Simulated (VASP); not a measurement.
# O (P4/mmm) in VASP: single point with r2SCAN

Aim: the single point of O with r2SCAN.

All numbers are computed with VASP 6.6.1; they aren't measurements. Logs are shortened: lines on timing, memory, paths and dates and some standing lists are left out, and cuts for length are marked.

### 1 The cell of the first run

It takes space group P4/mmm (No. 123, tetragonal). The conventional cell has a = 1.776 Å, b = 1.776 Å, c = 3.053 Å, α = 90.00°, β = 90.00°, γ = 90.00°. O (site symmetry 4/mmm) has 4 O at 1.78 Å within 2.4 Å.

### 2 Single point, r2SCAN

The input, POSCAR:

```
O
1.0
    1.7755912592      0.0000000000      0.0000000000
    0.0000000000      1.7755912592      0.0000000000
    0.0000000000      0.0000000000      3.0530507000
O
1
Direct
    0.0000000000      0.0000000000      0.0000000000
```

The input, INCAR.step1:

```
  PREC = Accurate
  ENCUT = 520
  ISMEAR = 0
  SIGMA = 0.1
  LREAL = False
  LASPH = True
  NELM = 80
  NBANDS = 9
  GGA = PE
  ALGO = Normal
  EDIFF = 1E-4
  LWAVE = True
  LCHARG = False
```

The input, INCAR.step2:

```
  PREC = Accurate
  ENCUT = 520
  EDIFF = 1E-6
  ISMEAR = 0
  SIGMA = 0.1
  LREAL = False
  LASPH = True
  NELM = 80
  ALGO = Normal
  ISIF = 2
  LWAVE = False
  LCHARG = False
  METAGGA = R2SCAN
  LMIXTAU = True
  NBANDS = 9
  ISTART = 1
```

The input, KPOINTS:

```
Automatic mesh
0
Gamma
  10 10 6
```

Potentials or basis: VASP PAW PBE potentials, release 64 (O).

Launch:

```
cat potpaw_PBE.64/O/POTCAR > POTCAR
cp INCAR.step1 INCAR
mpirun -np 1 vasp_std > vasp.out
cp INCAR.step2 INCAR
mpirun -np 1 vasp_std > vasp.out
```

OUTCAR:

```text
PREC = Accurate
   ENCUT = 520
   EDIFF = 1E-6
   ISMEAR = 0
   LREAL = False
   LASPH = True
   NELM = 80
   ISIF = 2
   METAGGA = R2SCAN
   ISTART = 1

 ion  position               nearest neighbor table
   1  0.000  0.000  0.000-

  LATTYP: Found a simple tetragonal cell.
 ALAT       =     1.7755912592
 C/A-ratio  =     1.7194558062

  Lattice vectors:

 A1 = (   1.7755912592,   0.0000000000,   0.0000000000)
 A2 = (   0.0000000000,   1.7755912592,   0.0000000000)
 A3 = (   0.0000000000,   0.0000000000,   3.0530507000)

Analysis of symmetry for initial positions (statically):
=====================================================================
 Subroutine PRICEL returns:
 Original cell was already a primitive cell.

 Routine SETGRP: Setting up the symmetry group for a
 simple tetragonal supercell.

 Subroutine GETGRP returns: Found 16 space group operations
 (whereof 16 operations were pure point group operations)
 out of a pool of 16 trial point group operations.

The static configuration has the point symmetry D_4h.

Analysis of symmetry for dynamics (positions and initial velocities):
=====================================================================
 Subroutine PRICEL returns:
 Original cell was already a primitive cell.

 Routine SETGRP: Setting up the symmetry group for a
 simple tetragonal supercell.

 Subroutine GETGRP returns: Found 16 space group operations
 (whereof 16 operations were pure point group operations)
 out of a pool of 16 trial point group operations.

The dynamic configuration has the point symmetry D_4h.

 Subroutine INISYM returns: Found 16 space group operations
 (whereof 16 operations are pure point group operations),
 and found     1 'primitive' translations

----------------------------------------------------------------------------------------

                                     Primitive cell

  volume of cell :       9.6254

  direct lattice vectors                    reciprocal lattice vectors
     1.775591259  0.000000000  0.000000000     0.563192680  0.000000000  0.000000000
     0.000000000  1.775591259  0.000000000     0.000000000  0.563192680  0.000000000
     0.000000000  0.000000000  3.053050700     0.000000000  0.000000000  0.327541236

  length of vectors
     1.775591259  1.775591259  3.053050700     0.563192680  0.563192680  0.327541236

  position of ions in fractional coordinates (direct lattice)
     0.000000000  0.000000000  0.000000000

  ion indices of the primitive-cell ions
   primitive index   ion index
                 1           1

----------------------------------------------------------------------------------------

 KPOINTS: Automatic mesh

Automatic generation of k-mesh.
 Grid dimensions read from file:
 generate k-points for:   10   10    6

 Generating k-lattice:

  Cartesian coordinates                     Fractional coordinates (reciprocal lattice)
     0.056319268  0.000000000  0.000000000     0.100000000  0.000000000  0.000000000
     0.000000000  0.056319268  0.000000000     0.000000000  0.100000000  0.000000000
     0.000000000  0.000000000  0.054590206     0.000000000  0.000000000  0.166666667

  Length of vectors
     0.056319268  0.056319268  0.054590206

  Shift w.r.t. Gamma in fractional coordinates (k-lattice)
     0.000000000  0.000000000  0.000000000

 Subroutine IBZKPT returns following result:
 ===========================================

 Found     84 irreducible k-points:

 Following reciprocal coordinates:
            Coordinates               Weight
  0.000000  0.000000  0.000000      1.000000
  0.100000  0.000000  0.000000      4.000000
  0.200000  0.000000  0.000000      4.000000
  0.300000  0.000000  0.000000      4.000000
  0.400000  0.000000  0.000000      4.000000
  0.500000  0.000000  0.000000      2.000000
[... 16 lines left out ...]
  0.100000  0.000000  0.166667      8.000000
  0.200000  0.000000  0.166667      8.000000
 [... further k-points ...]
   k-points           NKPTS =     84   k-points in BZ     NKDIM =     84   number of bands    NBANDS=      9
   number of dos      NEDOS =    301   number of ions     NIONS =      1
   total plane-waves  NPLWV =   4704
   dimension x,y,z NGX =    14 NGY =   14 NGZ =   24
   dimension x,y,z NGXF=    28 NGYF=   28 NGZF=   48
   ions per type =               1
   NGX,Y,Z   is equivalent  to a cutoff of  13.11, 13.11, 13.07 a.u.
   NGXF,Y,Z  is equivalent  to a cutoff of  26.22, 26.22, 26.14 a.u.
 SYSTEM =  unknown system
   PREC   = accura    normal or accurate (medium, high low for compatibility)
   ISTART =      1    job   : 0-new  1-cont  2-samecut
   ICHARG =      0    charge: 1-file 2-atom 10-const
   ISPIN  =      1    spin polarized calculation?
   LNONCOLLINEAR =      F non collinear calculations
   LSORBIT =      F    spin-orbit coupling
   LASPH  =      T    aspherical Exc in radial PAW
   ENCUT  =  520.0 eV  38.22 Ry    6.18 a.u.   3.30  3.30  5.68*2*pi/ulx,y,z
   NELM   =     80;   NELMIN=  2; NELMDL=  0     # of ELM steps
   EDIFF  = 0.1E-05   stopping-criterion for ELM
   LREAL  =      F    real-space projection
   EDIFFG = 0.1E-04   stopping-criterion for IOM
   NSW    =      0    number of steps for IOM
   IBRION =     -1    ionic relax: 0-MD 1-quasi-New 2-CG
   NFREE  =      0    steps in history (QN), initial steepest desc. (CG)
   ISIF   =      2    stress and relaxation
   ISYM   =      2    0-nonsym 1-usesym 2-fastsym
   POTIM  = 0.5000    time-step for ionic-motion
   TEBEG  =    0.0;   TEEND  =   0.0 temperature during run
   PSTRESS=    0.0 pullay stress
   NELECT =       6.0000    total number of electrons
   NUPDOWN=      -1.0000    fix difference up-down
   EMIN   =  10.00;   EMAX   =-10.00  energy-range for DOS
   EFERMI =   0.00;   METHOD = LEGACY
   ISMEAR =     0;   SIGMA  =   0.10  broadening in eV -4-tet -1-fermi 0-gaus
   EFERMI_NEDOS =   21; number of points for ismear=-14 and -15
   IALGO  =     38    algorithm
   IMIX   =      4    mixing-type and parameters
     AMIX     =   0.40;   BMIX     =  1.00
     AMIX_MAG =   1.60;   BMIX_MAG =  1.00
  volume/ion in A,a.u.               =       9.63        64.96
  Fermi-wavevector in a.u.,A,eV,Ry     =   1.398466  2.642718 26.609011  1.955707
  Thomas-Fermi vector in A             =   2.521621
   LORBIT       =      0    0 simple, 1 ext, 2 COOP (PROOUT), +10 PAW based schemes
   METAGGA = R2SCAN    functional components
   LHFCALC =     F    Hartree Fock is set to
   AEXX    =    0.0000 exact exchange contribution
   IVDW    =     0    specifies the selected vdW correction
   LEPSILON=     F    determine dielectric tensor
   LRPA    =     F    only Hartree local field effects (RPA)
 non-spin polarized calculation
 Gauss-broadening in eV      SIGMA  =   0.10
  energy-cutoff  :      520.00
  volume of cell :        9.63
 maximum number of plane-waves:       273
 NGX is ok and might be reduce to    14
   NGX =  7   NGY =  7   NGZ = 11

 number of electron       6.0000005 magnetization

 Free energy of the ion-electron system (eV)
  ---------------------------------------------------
  ext. energy  EPLUGINS =         0.00000000
  ---------------------------------------------------
  free energy    TOTEN  =        -4.15369522 eV

  energy without entropy =       -4.14934504  energy(sigma->0) =       -4.15152013

 E-fermi :   0.0497     XC(G=0): -11.0654

 val. band max:        0.0389891589   @ k =   0.5000   0.3000   0.3333
 cond. band min:       0.0607189855   @ k =   0.2000   0.2000   0.0000
 fundamental gap:      0.0217298265
 Fermi energy:         0.0497117004

 k-point     1 :       0.0000    0.0000    0.0000
  band No.  band energies     occupation
      1     -23.8843      2.00000
      2      -4.6542      2.00000
      3       4.3701      0.00000
      4       4.3701      0.00000
      5       9.2139      0.00000
      6      29.6339      0.00000
      7      31.7077      0.00000
      8      35.7586      0.00000
      9      53.9075      0.00000

 k-point     2 :       0.1000    0.0000    0.0000
  band No.  band energies     occupation
      1     -23.5361      2.00000
      2      -4.3793      2.00000
      3       2.9885      0.00000
      4       4.5081      0.00000
      5       9.6780      0.00000
      6      29.3066      0.00000
      7      32.1206      0.00000
      8      36.5238      0.00000
      9      48.6725      0.00000

 k-point     3 :       0.2000    0.0000    0.0000
  band No.  band energies     occupation
      1     -22.5159      2.00000
      2      -3.6112      2.00000
      3      -0.3268      2.00000
      4       4.8800      0.00000
      5      11.0449      0.00000
      6      28.1203      0.00000
      7      32.5382      0.00000
      8      36.8007      0.00000
      9      44.9021      0.00000

 k-point     4 :       0.3000    0.0000    0.0000
  band No.  band energies     occupation
      1     -20.9261      2.00000
      2      -4.2309      2.00000
      3      -2.5421      2.00000
      4       5.3617      0.00000
      5      13.2985      0.00000
      6      25.9937      0.00000
      7      29.9014      0.00000
      8      36.7170      0.00000
      9      42.3678      0.00000
[... 205 lines left out ...]
 k-point    22 :       0.0000    0.0000    0.1667
  band No.  band energies     occupation
      1     -23.8350      2.00000
      2      -5.1523      2.00000
      3       4.3748      0.00000
      4       4.3748      0.00000
      5      10.3246      0.00000
      6      28.6003      0.00000
      7      32.3581      0.00000
      8      35.8915      0.00000
      9      50.9927      0.00000

 k-point    23 :       0.1000    0.0000    0.1667
  band No.  band energies     occupation
      1     -23.4873      2.00000
      2      -4.8606      2.00000
      3       2.9990      0.00000
      4       4.5129      0.00000
      5      10.7410      0.00000
      6      28.5034      0.00000
      7      32.6387      0.00000
      8      36.6933      0.00000
      9      45.8914      0.00000

 k-point    24 :       0.2000    0.0000    0.1667
  band No.  band energies     occupation
      1     -22.4696      2.00000
      2      -4.0420      2.00000
      3      -0.3073      2.00000
      4       4.8842      0.00000
      5      11.9553      0.00000
      6      27.7720      0.00000
      7      32.6581      0.00000
      8      37.0896      0.00000
      9      42.3290      0.00000

 [... further k-points ...]
[... 5 lines left out ...]
  --------------------------------------------------------------------------------------
  -------------------------------------------------------------------------------------
  Total        0.0361994      0.0361994     -0.0098605      0.0000000      0.0000000     -0.0000000
  in kB        6.0254827      6.0254827     -1.6413136      0.0000000      0.0000000     -0.0000000
  external PRESSURE =       3.4698839 kB  Pullay stress =       0.0000000 kB

 VOLUME and BASIS-vectors are now :
 -----------------------------------------------------------------------------
  energy-cutoff  :      520.00
  volume of cell :        9.63
      direct lattice vectors                 reciprocal lattice vectors
     1.775591259  0.000000000  0.000000000     0.563192680  0.000000000  0.000000000
     0.000000000  1.775591259  0.000000000     0.000000000  0.563192680  0.000000000
     0.000000000  0.000000000  3.053050700     0.000000000  0.000000000  0.327541236

 POSITION                                       TOTAL-FORCE (eV/Angst)
 -----------------------------------------------------------------------------------
      0.00000      0.00000      0.00000         0.000000      0.000000      0.000000
 -----------------------------------------------------------------------------------
    total drift:                               -0.000000     -0.000000      0.000000

  FREE ENERGIE OF THE ION-ELECTRON SYSTEM (eV)
  ---------------------------------------------------
  free  energy   TOTEN  =        -4.1536952234 eV

  energy  without entropy=       -4.1493450427  energy(sigma->0) =       -4.15152013
```

Wall time 36 s (1 thread of Intel Xeon 8259CL, shared host); peak memory 0.12 GiB.

What came out:

* Free energy: -4.1537 eV
* Pressure: 0.3 GPa
* Band gap on the k mesh: zero (band 3 reaches 4.39 eV, above the bottom of band 4 at -1.61 eV)

Stress tensor (GPa, compression positive):
```
 0.60  0.00  0.00
 0.00  0.60  0.00
 0.00  0.00 -0.16
```

Levels at points of the mesh, in eV from the Fermi level:
```tsv
k point	band 1	band 2	band 3	band 4	band 5	band 6
(0.00, 0.00, 0.00)	-23.93	-4.70	4.32	4.32	9.16	29.58
(0.50, 0.00, 0.00)	-18.15	-9.27	-1.17	5.88	20.11	20.55
(0.50, 0.50, 0.00)	-12.77	-5.56	-5.56	1.43	18.28	31.67
(0.00, 0.00, 0.50)	-23.73	-6.47	4.34	4.34	14.02	25.44
(0.50, 0.00, 0.50)	-18.01	-9.11	-1.99	5.89	15.07	24.10
(0.50, 0.50, 0.50)	-12.68	-5.49	-5.49	1.02	19.54	25.95
```

Caveat: the PAW data sets were made with another functional, which shifts forces and pressure a little.
